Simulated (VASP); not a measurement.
Wanted: the native input for a VASP 6.6.1 run.

- Task: single point
- Functional: r2SCAN
- Potentials or basis: VASP PAW PBE potentials, release 64 (Rb_sv, I, Ag)
- Cutoff: 520 eV
- k mesh: 6 × 6 × 4
- Occupations: gaussian, width 0.01 eV
- Spin: no spin polarisation
- Dipole correction: no
- Further INCAR settings: ALGO = Normal; EDIFF = 1e-06; NBANDS = 25

RbAgI2:

```
Rb I Ag
1.0
     4.52642    0.00000    0.00000
     0.00000    4.52642    0.00000
     0.00000    0.00000    6.95285
Rb I Ag
1 2 1
Cartesian
  0.0000 0.0000 0.0000
  0.0000 0.0000 3.4764
  2.2632 2.2632 0.0000
  2.2632 2.2632 3.4764
```

This cell differs from its parent crystal: epitaxial xy strain -5.9%.

The input as run:

POSCAR

```
RbAgI2
1.0
    4.5264204945      0.0000000000      0.0000000000
    0.0000000000      4.5264204945      0.0000000000
    0.0000000000      0.0000000000      6.9528548467
Rb I Ag
1 2 1
Direct
    0.0000000000      0.0000000000      0.0000000000
    0.0000000000      0.0000000000      0.5000000000
    0.5000000000      0.5000000000      0.0000000000
    0.5000000000      0.5000000000      0.5000000000
```

INCAR.step1

```
PREC = Accurate
ENCUT = 520
ISMEAR = 0
SIGMA = 0.01
LREAL = F
LASPH = T
NELM = 100
NBANDS = 25
GGA = PE
ALGO = Normal
EDIFF = 1E-4
LWAVE = T
LCHARG = F
```

INCAR.step2

```
PREC = Accurate
ENCUT = 520
EDIFF = 1E-6
ISMEAR = 0
SIGMA = 0.01
LREAL = F
LASPH = T
NELM = 100
ALGO = Normal
ISIF = 2
LWAVE = F
LCHARG = F
METAGGA = R2SCAN
LMIXTAU = T
NBANDS = 25
ISTART = 1
```

KPOINTS

```
Automatic mesh
0
Gamma
  6 6 4
```

Potentials or basis: VASP PAW PBE potentials, release 64 (Rb_sv, I, Ag).

Launch:

```sh
$ cat potpaw_PBE.64/Rb_sv/POTCAR potpaw_PBE.64/I/POTCAR potpaw_PBE.64/Ag/POTCAR > POTCAR
$ cp INCAR.step1 INCAR
$ mpirun -np 1 vasp_std > vasp.out
$ cp INCAR.step2 INCAR
$ mpirun -np 1 vasp_std > vasp.out
```

Results of the run:

The pressure is 2.8 GPa and the band gap on the k mesh is 1.40 eV (least direct gap 1.82 eV).

Caveat: the cell differs from its parent crystal (epitaxial xy strain -5.9%); the PAW data sets were made with another functional, which shifts forces and pressure a little; spin-orbit coupling is left out, which moves the levels of the heavy elements.

Run time: 4.6 min on 1 thread of Intel(R) Xeon(R) Platinum 8488C (Sapphire Rapids) (shared host), peak memory 0.35 GiB.
